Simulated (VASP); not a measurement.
# ScAl15N16 (P3m1) in VASP: notebook

ScAl15N16 is run at these levels: PBEsol; tasks: single point.

Program: VASP 6.6.1. These are calculated values, not measurements. Logs are shortened: lines on timing, memory, paths and dates and some standing lists are left out, and cuts for length are marked.

### Step 1. The cell of the first run

Symmetry: P3m1, No. 156, trigonal system. The conventional cell has a = 6.278 Å, b = 6.278 Å, c = 10.008 Å, α = 90.00°, β = 90.00°, γ = 120.00°. Sc (site symmetry 3m) has 4 N at 2.01 to 2.07 Å within 2.7 Å. Within 2.5 Å of Al (site symmetry 3m) lie 4 N at 1.91 to 1.93 Å. Within 2.5 Å of Al (site symmetry m) lie 4 N at 1.87 to 1.92 Å. Within 2.5 Å of Al (site symmetry m) lie 4 N at 1.90 Å. Within 2.5 Å of Al (site symmetry m) lie 4 N at 1.89 to 1.91 Å. Al (site symmetry m) has 4 N at 1.89 to 1.91 Å within 2.5 Å. Al (site symmetry 3m) has 4 N at 1.91 Å within 2.5 Å. Within 2.5 Å of Al (site symmetry 3m) lie 4 N at 1.90 to 1.92 Å.

### Step 2. Single point, PBEsol

INCAR

```
SYSTEM = ScAl15N16
ALGO = Normal
EDIFF = 1E-7
ENCUT = 520
GGA = PS
ISIF = 2
ISMEAR = 0
LASPH = .True.
LCHARG = .False.
LREAL = Auto
LWAVE = .False.
NBANDS = 90
NELM = 100
PREC = Accurate
SIGMA = 0.02
```

KPOINTS

```
k-points
0
Gamma
  6 6 4
  0 0 0
```

POSCAR

```
ScAl15N16
1.0
   -3.1391907830     -5.4372379309      0.0000000000
    6.2783815661      0.0000000000      0.0000000000
    0.0000000000      0.0000000000     10.0081216499
Sc Al N
1 15 16
Direct
    0.1666666667      0.8333333333     -0.0029420253
    0.1666666667      0.8333333333      0.4993588483
    0.1689945288      0.3344972644     -0.0012175909
    0.1652699843      0.3326349922      0.4996211037
    0.6655027356      0.8310054712     -0.0012175909
    0.6673650078      0.8347300157      0.4996211037
    0.6655027356      0.3344972644     -0.0012175909
    0.6673650078      0.3326349922      0.4996211037
    0.3343481119      0.1686962238      0.2530420664
    0.3353679775      0.1707359550      0.7464917566
    0.3343481119      0.6656518881      0.2530420664
    0.3353679775      0.6646320225      0.7464917566
    0.8333333333      0.1666666667      0.2485054088
    0.8333333333      0.1666666667      0.7495458726
    0.8313037762      0.6656518881      0.2530420664
    0.8292640450      0.6646320225      0.7464917566
    0.1666666667      0.8333333333      0.2038631048
    0.1666666667      0.8333333333      0.6926208437
    0.1675200296      0.3337600148      0.1908507068
    0.1643352584      0.3321676292      0.6889931597
    0.6662399852      0.8324799704      0.1908507068
    0.6678323708      0.8356647416      0.6889931597
    0.6662399852      0.3337600148      0.1908507068
    0.6678323708      0.3321676292      0.6889931597
    0.3341312496      0.1682624992      0.4431957540
    0.3428868791      0.1857737581      0.9351372677
    0.3341312496      0.6658687504      0.4431957540
    0.3428868791      0.6571131209      0.9351372677
    0.8333333333      0.1666666667      0.4391444732
    0.8333333333      0.1666666667      0.9415608021
    0.8317375008      0.6658687504      0.4431957540
    0.8142262419      0.6571131209      0.9351372677
```

Potentials or basis: VASP PAW PBE potentials, release 64 (Sc_sv, Al, N).

Command:

```sh
> cat potpaw_PBE.64/Sc_sv/POTCAR potpaw_PBE.64/Al/POTCAR potpaw_PBE.64/N/POTCAR > POTCAR
> mpirun -np 1 vasp_std > vasp.out
```

OUTCAR:

```text
SYSTEM = ScAl15N16
   EDIFF = 1E-7
   ENCUT = 520
   GGA = PS
   ISIF = 2
   ISMEAR = 0
   LASPH = .True.
   LREAL = Auto
   NELM = 100
   PREC = Accurate

 ion  position               nearest neighbor table
   1  0.167  0.833  0.997-  28 2.01  32 2.01  26 2.01  17 2.07  12 3.11  16 3.11  10 3.11   5 3.14
                             3 3.14   7 3.14   7 3.14   5 3.14   3 3.14  11 3.14  15 3.14   9 3.14
   2  0.167  0.833  0.499-  27 1.91  31 1.91  25 1.91  18 1.93  11 3.07  15 3.07   9 3.07  12 3.08
                            16 3.08  10 3.08   6 3.14   4 3.14   8 3.14   8 3.14   6 3.14   4 3.14
   3  0.169  0.334  0.999-  28 1.87  26 1.87  30 1.91  19 1.92  14 3.09  13 3.09  10 3.10  12 3.10
                             9 3.12  11 3.12   7 3.12   5 3.12   1 3.14   1 3.14   7 3.16   5 3.16
   4  0.165  0.333  0.500-  20 1.90  27 1.90  25 1.90  29 1.90  12 3.06  10 3.06  11 3.06   9 3.06
                            14 3.08  13 3.09   8 3.13   6 3.13   2 3.14   2 3.14   8 3.15   6 3.15
   5  0.666  0.831  0.999-  28 1.87  32 1.87  30 1.91  21 1.92  14 3.09  13 3.09  16 3.10  12 3.10
                            15 3.12  11 3.12   7 3.12   3 3.12   1 3.14   1 3.14   7 3.16   3 3.16
   6  0.667  0.835  0.500-  22 1.90  27 1.90  31 1.90  29 1.90  12 3.06  16 3.06  11 3.06  15 3.06
                            14 3.08  13 3.09   8 3.13   4 3.13   2 3.14   2 3.14   8 3.15   4 3.15
   7  0.666  0.334  0.999-  26 1.87  32 1.87  30 1.91  23 1.92  14 3.09  13 3.09  10 3.10  16 3.10
                             9 3.12  15 3.12   3 3.12   5 3.12   1 3.14   1 3.14   3 3.16   5 3.16
   8  0.667  0.333  0.500-  24 1.90  25 1.90  31 1.90  29 1.90  10 3.06  16 3.06   9 3.06  15 3.06
                            14 3.08  13 3.09   4 3.13   6 3.13   2 3.14   2 3.14   4 3.15   6 3.15
   9  0.334  0.169  0.253-  17 1.89  25 1.90  19 1.91  23 1.91   8 3.06   4 3.06   2 3.07   3 3.12
                             7 3.12  11 3.12  15 3.12  13 3.14  13 3.14   1 3.14  11 3.16  15 3.16
  10  0.335  0.171  0.746-  26 1.89  20 1.90  24 1.90  18 1.91   8 3.06   4 3.06   2 3.08   3 3.10
                             7 3.10  12 3.10  16 3.10   1 3.11  14 3.14  14 3.14  12 3.18  16 3.18
  11  0.334  0.666  0.253-  17 1.89  27 1.90  21 1.91  19 1.91   6 3.06   4 3.06   2 3.07   5 3.12
                             3 3.12  15 3.12   9 3.12  13 3.14  13 3.14   1 3.14  15 3.16   9 3.16
[... 9 lines left out ...]
                             7 3.10  12 3.10  10 3.10   1 3.11  14 3.14  14 3.14  12 3.18  10 3.18
  17  0.167  0.833  0.204-  11 1.89  15 1.89   9 1.89   1 2.07
  18  0.167  0.833  0.693-  12 1.91  16 1.91  10 1.91   2 1.93
  19  0.168  0.334  0.191-  13 1.91   9 1.91  11 1.91   3 1.92
  20  0.164  0.332  0.689-   4 1.90  10 1.90  12 1.90  14 1.90
  21  0.666  0.832  0.191-  13 1.91  15 1.91  11 1.91   5 1.92
  22  0.668  0.836  0.689-   6 1.90  16 1.90  12 1.90  14 1.90
[... 8 lines left out ...]
  31  0.832  0.666  0.443-   8 1.90   6 1.90  15 1.90   2 1.91
  32  0.814  0.657  0.935-   7 1.87   5 1.87  16 1.89   1 2.01

  LATTYP: Found a hexagonal cell.
 ALAT       =     6.2783815661
 C/A-ratio  =     1.5940607535

  Lattice vectors:

 A1 = (  -3.1391907830,  -5.4372379309,   0.0000000000)
 A2 = (   6.2783815661,   0.0000000000,   0.0000000000)
 A3 = (   0.0000000000,   0.0000000000,  10.0081216499)

Analysis of symmetry for initial positions (statically):
=====================================================================
 Subroutine PRICEL returns:
 Original cell was already a primitive cell.

 Routine SETGRP: Setting up the symmetry group for a
 hexagonal supercell.

 Subroutine GETGRP returns: Found  6 space group operations
 (whereof  2 operations were pure point group operations)
 out of a pool of 24 trial point group operations.

The static configuration has the point symmetry C_1h.
 The point group associated with its full space group is C_3v.

Analysis of symmetry for dynamics (positions and initial velocities):
=====================================================================
 Subroutine PRICEL returns:
 Original cell was already a primitive cell.

 Routine SETGRP: Setting up the symmetry group for a
 hexagonal supercell.

 Subroutine GETGRP returns: Found  6 space group operations
 (whereof  2 operations were pure point group operations)
 out of a pool of 24 trial point group operations.

The dynamic configuration has the point symmetry C_1h.
 The point group associated with its full space group is C_3v.

 Subroutine INISYM returns: Found  6 space group operations
 (whereof  2 operations are pure point group operations),
 and found     1 'primitive' translations

----------------------------------------------------------------------------------------

                                     Primitive cell

  volume of cell :     341.6478

  direct lattice vectors                    reciprocal lattice vectors
    -3.139190783 -5.437237931  0.000000000     0.000000000 -0.183916910  0.000000000
     6.278381566  0.000000000  0.000000000     0.159276716 -0.091958455  0.000000000
     0.000000000  0.000000000 10.008121650     0.000000000  0.000000000  0.099918849

  length of vectors
     6.278381566  6.278381566 10.008121650     0.183916910  0.183916910  0.099918849

  position of ions in fractional coordinates (direct lattice)
     0.166666667  0.833333333  0.997057975
     0.166666667  0.833333333  0.499358848
     0.168994529  0.334497264  0.998782409
     0.165269984  0.332634992  0.499621104
     0.665502736  0.831005471  0.998782409
     0.667365008  0.834730016  0.499621104
[... 24 lines left out ...]
     0.831737501  0.665868750  0.443195754
     0.814226242  0.657113121  0.935137268

  ion indices of the primitive-cell ions
   primitive index   ion index
                 1           1
                 2           2
                 3           3
                 4           4
                 5           5
                 6           6
[... 24 lines left out ...]
                31          31
                32          32

----------------------------------------------------------------------------------------

 KPOINTS: k-points

Automatic generation of k-mesh.
 Grid dimensions read from file:
 generate k-points for:    6    6    4

 Generating k-lattice:

  Cartesian coordinates                     Fractional coordinates (reciprocal lattice)
     0.000000000 -0.030652818  0.000000000     0.166666667  0.000000000  0.000000000
     0.026546119 -0.015326409  0.000000000     0.000000000  0.166666667  0.000000000
     0.000000000  0.000000000  0.024979712     0.000000000  0.000000000  0.250000000

  Length of vectors
     0.030652818  0.030652818  0.024979712

  Shift w.r.t. Gamma in fractional coordinates (k-lattice)
     0.000000000  0.000000000  0.000000000

 Subroutine IBZKPT returns following result:
 ===========================================

 Found     24 irreducible k-points:

 Following reciprocal coordinates:
            Coordinates               Weight
  0.000000  0.000000  0.000000      1.000000
  0.166667  0.000000  0.000000      6.000000
  0.333333  0.000000  0.000000      6.000000
  0.500000  0.000000  0.000000      3.000000
  0.166667  0.166667  0.000000      6.000000
  0.333333  0.166667  0.000000     12.000000
[... 16 lines left out ...]
  0.333333  0.166667  0.500000     12.000000
  0.333333  0.333333  0.500000      2.000000
   k-points           NKPTS =     24   k-points in BZ     NKDIM =     24   number of bands    NBANDS=     90
   number of dos      NEDOS =    301   number of ions     NIONS =     32
   total plane-waves  NPLWV = 184320
   dimension x,y,z NGX =    48 NGY =   48 NGZ =   80
   dimension x,y,z NGXF=    96 NGYF=   96 NGZF=  160
   ions per type =               1  15  16
   NGX,Y,Z   is equivalent  to a cutoff of  12.71, 12.71, 13.29 a.u.
   NGXF,Y,Z  is equivalent  to a cutoff of  25.42, 25.42, 26.58 a.u.
 SYSTEM =  ScAl15N16
   PREC   = accura    normal or accurate (medium, high low for compatibility)
   ISTART =      0    job   : 0-new  1-cont  2-samecut
   ICHARG =      2    charge: 1-file 2-atom 10-const
   ISPIN  =      1    spin polarized calculation?
   LNONCOLLINEAR =      F non collinear calculations
   LSORBIT =      F    spin-orbit coupling
   LASPH  =      T    aspherical Exc in radial PAW
   ENCUT  =  520.0 eV  38.22 Ry    6.18 a.u.  11.67 11.67 18.61*2*pi/ulx,y,z
   NELM   =    100;   NELMIN=  2; NELMDL= -5     # of ELM steps
   EDIFF  = 0.1E-06   stopping-criterion for ELM
   LREAL  =      T    real-space projection
   EDIFFG = 0.1E-05   stopping-criterion for IOM
   NSW    =      0    number of steps for IOM
   IBRION =     -1    ionic relax: 0-MD 1-quasi-New 2-CG
   NFREE  =      0    steps in history (QN), initial steepest desc. (CG)
   ISIF   =      2    stress and relaxation
   ISYM   =      2    0-nonsym 1-usesym 2-fastsym
   POTIM  = 0.5000    time-step for ionic-motion
   TEBEG  =    0.0;   TEEND  =   0.0 temperature during run
   PSTRESS=    0.0 pullay stress
   NELECT =     136.0000    total number of electrons
   NUPDOWN=      -1.0000    fix difference up-down
   EMIN   =  10.00;   EMAX   =-10.00  energy-range for DOS
   EFERMI =   0.00;   METHOD = LEGACY
   ISMEAR =     0;   SIGMA  =   0.02  broadening in eV -4-tet -1-fermi 0-gaus
   EFERMI_NEDOS =   21; number of points for ismear=-14 and -15
   IALGO  =     38    algorithm
   IMIX   =      4    mixing-type and parameters
     AMIX     =   0.40;   BMIX     =  1.00
     AMIX_MAG =   1.60;   BMIX_MAG =  1.00
  volume/ion in A,a.u.               =      10.68        72.05
  Fermi-wavevector in a.u.,A,eV,Ry     =   1.204282  2.275763 19.732469  1.450296
  Thomas-Fermi vector in A             =   2.340012
   LORBIT       =      0    0 simple, 1 ext, 2 COOP (PROOUT), +10 PAW based schemes
   GGA     = PS    functional components
   LHFCALC =     F    Hartree Fock is set to
   AEXX    =    0.0000 exact exchange contribution
   IVDW    =     0    specifies the selected vdW correction
   LEPSILON=     F    determine dielectric tensor
   LRPA    =     F    only Hartree local field effects (RPA)
 non-spin polarized calculation
 Gauss-broadening in eV      SIGMA  =   0.02
  energy-cutoff  :      520.00
  volume of cell :      341.65
 maximum number of plane-waves:      9258
 NGX is ok and might be reduce to    48
   NGX = 23   NGY = 23   NGZ = 37

 number of electron     135.9999998 magnetization

 Free energy of the ion-electron system (eV)
  ---------------------------------------------------
  ext. energy  EPLUGINS =         0.00000000
  ---------------------------------------------------
  free energy    TOTEN  =      -252.79693767 eV

  energy without entropy =     -252.79693767  energy(sigma->0) =     -252.79693767

 E-fermi :   5.9480     XC(G=0): -11.0818

 val. band max:        5.7327246733   @ k =   0.0000   0.0000   0.0000
 cond. band min:       9.7668284449   @ k =   0.0000   0.0000   0.0000
 fundamental gap:      4.0341037716
 Fermi energy:         5.9480027193

 k-point     1 :       0.0000    0.0000    0.0000
  band No.  band energies     occupation
      1     -40.5351      2.00000
      2     -19.4909      2.00000
      3     -19.4909      2.00000
      4     -19.4660      2.00000
      5      -9.2063      2.00000
      6      -8.3484      2.00000
[... 1981 lines left out ...]
     79      12.3784      0.00000
     80      12.5345      0.00000
 [bands above 80 left out]

------------------------ aborting loop because EDIFF is reached ----------------------------------------

  FORCE on cell =-STRESS in cart. coord.  units (eV):
  Direction    XX          YY          ZZ          XY          YZ          ZX
  --------------------------------------------------------------------------------------
  -------------------------------------------------------------------------------------
  Total        0.0783623      0.0783623      0.1331631     -0.0000000      0.0000000     -0.0000000
  in kB        0.3674848      0.3674848      0.6244764     -0.0000000      0.0000000     -0.0000000
  external PRESSURE =       0.4531487 kB  Pullay stress =       0.0000000 kB

 VOLUME and BASIS-vectors are now :
 -----------------------------------------------------------------------------
  energy-cutoff  :      520.00
  volume of cell :      341.65
      direct lattice vectors                 reciprocal lattice vectors
    -3.139190783 -5.437237931  0.000000000     0.000000000 -0.183916910  0.000000000
     6.278381566  0.000000000  0.000000000     0.159276716 -0.091958455  0.000000000
     0.000000000  0.000000000 10.008121650     0.000000000  0.000000000  0.099918849

 POSITION                                       TOTAL-FORCE (eV/Angst)
 -----------------------------------------------------------------------------------
      4.70879     -0.90621      9.97868         0.000000     -0.000000      0.004310
      4.70879     -0.90621      4.99764         0.000000     -0.000000      0.005673
      1.56960     -0.91886      9.99594        -0.000000      0.006492      0.005538
      1.56960     -0.89861      5.00027        -0.000000      0.002296     -0.000641
      3.12823     -3.61850      9.99594         0.005622     -0.003246      0.005538
      3.14577     -3.62862      5.00027         0.001988     -0.001148     -0.000641
[... 24 lines left out ...]
      1.56960     -4.52235      4.43556         0.000000     -0.000122      0.001296
      1.56960     -4.42714      9.35897        -0.000000      0.053187     -0.016328
 -----------------------------------------------------------------------------------
    total drift:                               -0.000002     -0.000001      0.020538

  FREE ENERGIE OF THE ION-ELECTRON SYSTEM (eV)
  ---------------------------------------------------
  free  energy   TOTEN  =      -252.7969376712 eV

  energy  without entropy=     -252.7969376712  energy(sigma->0) =     -252.79693767
```

Run time: 16 min. Hardware: 1 thread of Intel Xeon 6975P-C (Granite Rapids), shared host; peak memory 0.71 GiB.

Results:

```yaml
Free_energy: -252.7969 eV
Pressure: 0.0 GPa
Largest_force: 0.056 eV/Å
Band_gap_on_the_k_mesh: 4.03 eV, direct
```

Forces on the atoms (eV/Å):
```
Sc   0.000  0.000  0.004
Al   0.000  0.000  0.006
Al   0.000  0.006  0.006
Al   0.000  0.002 -0.001
Al   0.006 -0.003  0.006
Al   0.002 -0.001 -0.001
Al  -0.006 -0.003  0.006
Al  -0.002 -0.001 -0.001
Al   0.002 -0.001 -0.004
Al   0.003 -0.002 -0.007
Al  -0.002 -0.001 -0.004
Al  -0.003 -0.002 -0.007
Al   0.000  0.000 -0.001
Al   0.000  0.000  0.006
Al   0.000  0.002 -0.004
Al   0.000  0.003 -0.007
N    0.000  0.000  0.051
N    0.000  0.000 -0.003
N    0.000  0.000 -0.003
N    0.000 -0.002  0.002
N    0.000  0.000 -0.003
N   -0.001  0.001  0.002
N    0.000  0.000 -0.003
N    0.001  0.001  0.002
N    0.000  0.000  0.001
N    0.046 -0.027 -0.016
N    0.000  0.000  0.001
N   -0.046 -0.027 -0.016
N    0.000  0.000  0.003
N    0.000  0.000  0.000
N    0.000  0.000  0.001
N    0.000  0.053 -0.016
```

Caveat: the PAW data sets were made with another functional, which shifts forces and pressure a little.

### Step 3. Single point, PBEsol

INCAR

```
  PREC = Accurate
  ENCUT = 520
  EDIFF = 1E-7
  ISMEAR = 0
  SIGMA = 0.02
  LREAL = Auto
  LASPH = True
  NELM = 100
  ALGO = Normal
  ISIF = 2
  LWAVE = False
  LCHARG = False
  GGA = PS
  NBANDS = 90
```

KPOINTS

```
regular mesh
0
Gamma
  6 6 4
```

POSCAR is that of step 2.

Potentials or basis: VASP PAW PBE potentials, release 64 (Sc_sv, Al, N).

Command:

```sh
> cat potpaw_PBE.64/Sc_sv/POTCAR potpaw_PBE.64/Al/POTCAR potpaw_PBE.64/N/POTCAR > POTCAR
> mpirun -np 1 vasp_std > vasp.out
```

Run time: 16 min. Hardware: 1 thread of Intel Xeon 6975P-C (Granite Rapids), shared host; peak memory 0.71 GiB.

It converged, with:

| Item | Value |
| --- | --- |
| Free energy | -252.7969 eV |
| Pressure | 0.0 GPa |
| Largest force | 0.056 eV/Å |
| Band gap on the k mesh | 4.03 eV, direct |

Forces in eV/Å, atoms in the order of the input:
```
Sc   0.000  0.000  0.004
Al   0.000  0.000  0.006
Al   0.000  0.006  0.006
Al   0.000  0.002 -0.001
Al   0.006 -0.003  0.006
Al   0.002 -0.001 -0.001
Al  -0.006 -0.003  0.006
Al  -0.002 -0.001 -0.001
Al   0.002 -0.001 -0.004
Al   0.003 -0.002 -0.007
Al  -0.002 -0.001 -0.004
Al  -0.003 -0.002 -0.007
Al   0.000  0.000 -0.001
Al   0.000  0.000  0.006
Al   0.000  0.002 -0.004
Al   0.000  0.003 -0.007
N    0.000  0.000  0.051
N    0.000  0.000 -0.003
N    0.000  0.000 -0.003
N    0.000 -0.002  0.002
N    0.000  0.000 -0.003
N   -0.001  0.001  0.002
N    0.000  0.000 -0.003
N    0.001  0.001  0.002
N    0.000  0.000  0.001
N    0.046 -0.027 -0.016
N    0.000  0.000  0.001
N   -0.046 -0.027 -0.016
N    0.000  0.000  0.003
N    0.000  0.000  0.000
N    0.000  0.000  0.001
N    0.000  0.053 -0.016
```

Levels at points of the mesh, in eV from the valence-band top:
```csv
k point,band 65,band 66,band 67,band 68,band 69,band 70,band 71,band 72
"(0.00, 0.00, 0.00)",-0.32,-0.25,-0.25,0.00,4.03,4.72,4.72,4.82
"(0.50, 0.00, 0.00)",-0.42,-0.33,-0.28,-0.11,4.83,4.93,5.06,5.56
"(0.00, 0.00, 0.50)",-0.41,-0.41,-0.24,-0.24,4.52,4.52,4.54,4.85
"(0.50, 0.00, 0.50)",-0.58,-0.53,-0.24,-0.09,4.90,4.99,5.04,5.57
```

Caveat: the PAW data sets were made with another functional, which shifts forces and pressure a little.
